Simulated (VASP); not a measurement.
Crystal: Fe.

```
CELL_PARAMETERS angstrom
0.00000 2.37554 2.37554
2.37554 0.00000 2.37554
2.37554 2.37554 0.00000
ATOMIC_POSITIONS crystal
Fe 0.50000 0.50000 0.50000
Fe 0.75000 0.75000 0.75000
```

* Program: VASP 6.6.1
* Task: relaxation of cell and atoms
* Functional: PBE
* Potentials or basis: VASP PAW PBE potentials, release 64 (Fe)
* Cutoff: 600 eV
* k mesh: 6 × 6 × 6
* Occupations: gaussian, width 0.1 eV
* Spin: no spin polarisation

At the start: pressure 11.6 GPa; volume 13.41 Å³/atom.

Task: Where does the relaxation end?

Result: Over 3 steps the energy falls by 31.1 meV/atom and the volume is 14.33 Å³/atom (+6.9 %); space group Fd-3m (No. 227, to 0.05 Å).

The path:
```tsv
step	energy change (eV)	largest force (eV/Å)	pressure (GPa)	volume (Å³)
1	0.0000	0.0000	11.56	26.81
2	0.0020	0.0000	-9.19	30.74
3	-0.0622	0.0000	-0.10	28.66
```

Final structure:
```yaml
crystal:
  lattice:
    - [0.00000, 2.42903, 2.42903]
    - [2.42903, 0.00000, 2.42903]
    - [2.42903, 2.42903, 0.00000]
  atoms:
    - { symbol: Fe, position: [0.50000, 0.50000, 0.50000] }
    - { symbol: Fe, position: [0.75000, 0.75000, 0.75000] }
```

Caveat: the k points lie up to 0.37 Å⁻¹ apart in the final cell; the run has no spin polarisation, though such a crystal can be magnetic.
